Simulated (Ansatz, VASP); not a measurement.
## Cr in VASP and in Ansatz

```
Cr
1.0
     0.00000    2.69851    2.69851
     2.69851    0.00000    2.69851
     2.69851    2.69851    0.00000
Cr
2
Direct
  0.12500 0.12500 0.12500
  0.87500 0.87500 0.87500
```

Alike in both runs: functional PBE; k mesh 11 × 11 × 11; occupations fermi-dirac, width 0.05 eV; collinear spin.

Ansatz relaxed the structure, and its values are those at the end. VASP's run is a single point on that final structure, the one shown.

|  | VASP | Ansatz |
| --- | --- | --- |
| version | VASP 6.6.1 | Ansatz 0.2.0 |
| potentials or method | VASP PAW PBE potentials, release 64 (Cr_pv), cutoff 520 eV | plane waves (420 eV) with PAW, scalar-relativistic |
| valence electrons in the cell | 24 | 28 |

Ansatz gave:

| Quantity | Value |
| --- | --- |
| pressure (GPa) | 0.0 |
| net moment per atom (μB) | 0.00 |
| size of the moment on the site where the two differ most (μB) | 2.60 |

**Question.** Estimate VASP's values.

**Answer.** Pressure (GPa): 0.2; net moment per atom (μB): 0.00; size of the moment on the site where the two differ most (μB): 2.85.

Site moments also hang on the region over which each program counts them. VASP's potentials hold 24 valence electrons a cell and Ansatz's 28, so a difference there can come from the potentials and not from the codes.
